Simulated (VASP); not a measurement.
# Bi (Im-3m) in VASP: a series of runs, part 2 of 2

VASP 6.6.1. Earlier steps stand in the parts before.

**3. Single point, PBE**

Contents of INCAR:

```
PREC = Accurate
ENCUT = 520
EDIFF = 1E-7
ISMEAR = 0
SIGMA = 0.02
LREAL = F
LASPH = T
NELM = 100
ALGO = Normal
ISIF = 2
LWAVE = F
LCHARG = T
GGA = PE
LELF = T
LVHAR = T
NBANDS = 14
```

Contents of KPOINTS:

```
Automatic mesh
0
Gamma
  9 9 9
```

Contents of POSCAR:

```
Bi
1.0
   -1.9814305318      1.9814305318      1.9814305318
    1.9814305318     -1.9814305318      1.9814305318
    1.9814305318      1.9814305318     -1.9814305318
Bi
1
Direct
    0.0000000000      0.0000000000      0.0000000000
```

Potentials or basis: VASP PAW PBE potentials, release 64 (Bi_d).

On the command line:

```
$ cat potpaw_PBE.64/Bi_d/POTCAR > POTCAR
$ mpirun -np 1 vasp_std > vasp.out
```

It took 15 s on 1 thread of AMD EPYC 7R43 (Zen 3), shared host; peak memory 0.12 GiB.

It converged, with:

- Free energy: -3.7671 eV
- Pressure: 0.8 GPa

Levels at points of the mesh, in eV from the Fermi level:
| k point | band 4 | band 5 | band 6 | band 7 | band 8 | band 9 | band 10 | band 11 |
| --- | --- | --- | --- | --- | --- | --- | --- | --- |
| (0.00, 0.00, 0.00) | -22.92 | -22.92 | -13.53 | 5.11 | 5.11 | 5.11 | 9.12 | 10.46 |

Caveat: spin-orbit coupling is left out, which moves the levels of the heavy elements.

**4. Single point, PBE**

Contents of INCAR:

```
ALGO = Normal
EDIFF = 1E-6
ENCUT = 520
GGA = PE
ISIF = 2
ISMEAR = 0
LASPH = T
LCHARG = T
LELF = T
LREAL = F
LVHAR = T
LWAVE = F
NBANDS = 14
NELM = 80
PREC = Accurate
SIGMA = 0.020999999999999998
```

Contents of KPOINTS:

```
k-points
0
Gamma
  9 9 9
```

POSCAR is that of step 3.

Potentials or basis: VASP PAW PBE potentials, release 64 (Bi_d).

On the command line:

```
$ cat potpaw_PBE.64/Bi_d/POTCAR > POTCAR
$ mpirun -np 1 vasp_std > vasp.out
```

OUTCAR:

```text
EDIFF = 1E-6
   ENCUT = 520
   GGA = PE
   ISIF = 2
   ISMEAR = 0
   LASPH = T
   LREAL = F
   NELM = 80
   PREC = Accurate

 ion  position               nearest neighbor table
   1  0.000  0.000  0.000-

  LATTYP: Found a body centered cubic cell.
 ALAT       =     3.9628610636

  Lattice vectors:

 A1 = (  -1.9814305318,   1.9814305318,   1.9814305318)
 A2 = (   1.9814305318,  -1.9814305318,   1.9814305318)
 A3 = (   1.9814305318,   1.9814305318,  -1.9814305318)

Analysis of symmetry for initial positions (statically):
=====================================================================
 Subroutine PRICEL returns:
 Original cell was already a primitive cell.

 Routine SETGRP: Setting up the symmetry group for a
 body centered cubic supercell.

 Subroutine GETGRP returns: Found 48 space group operations
 (whereof 48 operations were pure point group operations)
 out of a pool of 48 trial point group operations.

The static configuration has the point symmetry O_h .

Analysis of symmetry for dynamics (positions and initial velocities):
=====================================================================
 Subroutine PRICEL returns:
[... 171 lines left out ...]
      7      13.0412      0.00000
      8      13.0412      0.00000
      9      13.0412      0.00000
     10      17.0519      0.00000
     11      18.3960      0.00000
     12      18.3960      0.00000
     13      18.3960      0.00000
     14      19.5992      0.00000
[... 377 lines left out ...]
      1     -15.1047      2.00000
      2     -15.0709      2.00000
      3     -15.0280      2.00000
      4     -14.9913      2.00000
      5     -14.9169      2.00000
      6      -2.1288      2.00000
      7       3.5506      2.00000
      8       7.0743      2.00000
      9      10.5585      0.00000
     10      15.3114      0.00000
     11      16.7700      0.00000
     12      17.8311      0.00000
     13      19.3042      0.00000
     14      25.6237      0.00000

 [... further k-points ...]

------------------------ aborting loop because EDIFF is reached ----------------------------------------

  FORCE on cell =-STRESS in cart. coord.  units (eV):
  Direction    XX          YY          ZZ          XY          YZ          ZX
  --------------------------------------------------------------------------------------
  -------------------------------------------------------------------------------------
  Total        0.1511700      0.1511700      0.1511700      0.0000000     -0.0000000      0.0000000
  in kB        7.7835830      7.7835830      7.7835830      0.0000000     -0.0000000      0.0000000
  external PRESSURE =       7.7835830 kB  Pullay stress =       0.0000000 kB

 VOLUME and BASIS-vectors are now :
 -----------------------------------------------------------------------------
  energy-cutoff  :      520.00
  volume of cell :       31.12
      direct lattice vectors                 reciprocal lattice vectors
    -1.981430532  1.981430532  1.981430532     0.000000000  0.252342937  0.252342937
     1.981430532 -1.981430532  1.981430532     0.252342937  0.000000000  0.252342937
     1.981430532  1.981430532 -1.981430532     0.252342937  0.252342937  0.000000000

 POSITION                                       TOTAL-FORCE (eV/Angst)
 -----------------------------------------------------------------------------------
      0.00000      0.00000      0.00000         0.000000     -0.000000      0.000000
 -----------------------------------------------------------------------------------
    total drift:                                0.000000      0.000000      0.000000

  FREE ENERGIE OF THE ION-ELECTRON SYSTEM (eV)
  ---------------------------------------------------
  free  energy   TOTEN  =        -3.7670836646 eV

  energy  without entropy=       -3.7666764376  energy(sigma->0) =       -3.76688005
```

OSZICAR:

```text
N       E                     dE             d eps       ncg     rms          rms(c)
DAV:   1     0.114123297795E+03    0.11412E+03   -0.76283E+03   998   0.122E+03
DAV:   2     0.280000268606E+01   -0.11132E+03   -0.10742E+03  1070   0.338E+02
DAV:   3    -0.361288802979E+01   -0.64129E+01   -0.63954E+01  1258   0.786E+01
DAV:   4    -0.376327063382E+01   -0.15038E+00   -0.15035E+00  1238   0.129E+01
DAV:   5    -0.376992849251E+01   -0.66579E-02   -0.66576E-02  1362   0.249E+00    0.458E-01
DAV:   6    -0.376711079967E+01    0.28177E-02   -0.78723E-03  1342   0.117E+00    0.275E-01
DAV:   7    -0.376700841241E+01    0.10239E-03   -0.49714E-03  1304   0.966E-01    0.807E-02
DAV:   8    -0.376708852729E+01   -0.80115E-04   -0.57767E-04  1276   0.352E-01    0.119E-02
DAV:   9    -0.376708500376E+01    0.35235E-05   -0.13618E-05  1394   0.489E-02    0.682E-03
DAV:  10    -0.376708368211E+01    0.13216E-05   -0.41425E-06  1286   0.280E-02    0.149E-03
DAV:  11    -0.376708366464E+01    0.17470E-07   -0.26672E-07   808   0.797E-03
   1 F= -.37670837E+01 E0= -.37668801E+01  d E =-.407227E-03
```

stdout:

```text
POSCAR found type information on POSCAR Bi
 POSCAR found :  1 types and       1 ions
 scaLAPACK will be used
 LDA part: xc-table for (Slater+PW92), standard interpolation
 POSCAR, INCAR and KPOINTS ok, starting setup
 FFT: planning ... GRIDC
 FFT: planning ... GRID_SOFT
 FFT: planning ... GRID
 WAVECAR not read
 entering main loop
```

Run time: 14 s. Hardware: 1 thread of AMD EPYC 7R43 (Zen 3), shared host; peak memory 0.12 GiB.

What came out:

```yaml
Free_energy: -3.7671 eV
Pressure: 0.8 GPa
```

Caveat: spin-orbit coupling is left out, which moves the levels of the heavy elements.

**5. Single point, PBE**

Contents of INCAR:

```
PREC = Accurate
ENCUT = 520
EDIFF = 1E-6
ISMEAR = 0
SIGMA = 0.022
LREAL = False
LASPH = True
NELM = 80
ALGO = Fast
ISIF = 2
LWAVE = False
LCHARG = False
GGA = PE
NBANDS = 14
```

Contents of KPOINTS:

```
regular mesh
0
Gamma
  9 9 9
```

POSCAR is that of step 4.

On the command line:

```
$ cat potpaw_PBE.64/Bi_d/POTCAR > POTCAR
$ mpirun -np 1 vasp_std > vasp.out
```

Wall time 16 s (1 thread of AMD EPYC 7R43 (Zen 3), shared host); peak memory 0.12 GiB.

It converged, with:

```yaml
Free_energy: -3.7671 eV
Pressure: 0.8 GPa
```

Levels at points of the mesh, in eV from the Fermi level:
| k point | band 4 | band 5 | band 6 | band 7 | band 8 | band 9 | band 10 | band 11 |
| --- | --- | --- | --- | --- | --- | --- | --- | --- |
| (0.00, 0.00, 0.00) | -22.92 | -22.92 | -13.53 | 5.11 | 5.11 | 5.11 | 9.12 | 10.46 |

Caveat: spin-orbit coupling is left out, which moves the levels of the heavy elements.

**6. Single point, r2SCAN, non-collinear spin, zero start, spin-orbit coupling**

POSCAR is that of step 5.

Contents of INCAR.step1:

```
SYSTEM = Bi
ALGO = Normal
EDIFF = 1E-4
ENCUT = 520
GGA = PE
GGA_COMPAT = .False.
ISMEAR = -1
LASPH = .True.
LCHARG = .False.
LREAL = .False.
LSORBIT = .True.
LWAVE = .True.
MAGMOM = 0 0 0
NBANDS = 26
NELM = 150
PREC = Accurate
SIGMA = 0.05
```

Contents of INCAR.step2:

```
SYSTEM = Bi
ALGO = Normal
EDIFF = 1E-7
ENCUT = 520
GGA_COMPAT = .False.
ISIF = 2
ISMEAR = -1
ISTART = 1
LASPH = .True.
LCHARG = .False.
LMIXTAU = .True.
LORBIT = 11
LORBMOM = .True.
LREAL = .False.
LSORBIT = .True.
LWAVE = .False.
MAGMOM = 0 0 0
METAGGA = R2SCAN
NBANDS = 26
NELM = 150
PREC = Accurate
SIGMA = 0.05
```

Contents of KPOINTS:

```
k-points
0
Gamma
  7 7 7
  0 0 0
```

Potentials or basis: VASP PAW PBE potentials, release 64 (Bi_d).

On the command line:

```
$ cat potpaw_PBE.64/Bi_d/POTCAR > POTCAR
$ cp INCAR.step1 INCAR
$ mpirun -np 1 vasp_ncl > vasp.out
$ cp INCAR.step2 INCAR
$ mpirun -np 1 vasp_ncl > vasp.out
```

Wall time 3.7 min (1 thread of AMD EPYC 7R43 (Zen 3), shared host); peak memory 0.26 GiB.

The run converged. Its results:

- Free energy: -59.0584 eV
- Pressure: 1.6 GPa
- Net moment: 0.00 μB per cell
- Valence electrons inside the program's atomic spheres: Bi 12.72

Moments on the atoms (μB; x, y, z):
```
Bi  0.00 0.00 0.00
```

Caveat: the PAW data sets were made with another functional, which shifts forces and pressure a little.

**7. The runs side by side**

```tsv
level	spin	k mesh	smearing	gap on the mesh (eV)	pressure (GPa)
PBE	off	9 × 9 × 9	gaussian 0.019 eV	none	0.8
PBE	off	9 × 9 × 9	gaussian 0.02 eV	none	0.8
PBE	off	9 × 9 × 9	gaussian 0.021 eV	none	0.8
PBE	off	9 × 9 × 9	gaussian 0.022 eV	none	0.8
r2SCAN	non-collinear, zero start, SOC	7 × 7 × 7	fermi-dirac 0.05 eV	-	1.6
```

Alike in all rows: task single point; potentials or basis VASP PAW PBE potentials, release 64 (Bi_d); cell as given; cutoff (eV) 520.

Every run on the cell as given and a fine mesh finds a metal. The pressure there spans 0.8 GPa (PBE) to 1.6 GPa (r2SCAN); a positive pressure means that this level wants a larger cell, a negative one a smaller.

Caveats: spin-orbit coupling is left out, which moves the levels of the heavy elements (some runs); the PAW data sets were made with another functional, which shifts forces and pressure a little (some runs).

Total energies depend on the potentials used, so only differences within one code and one set of settings carry meaning.
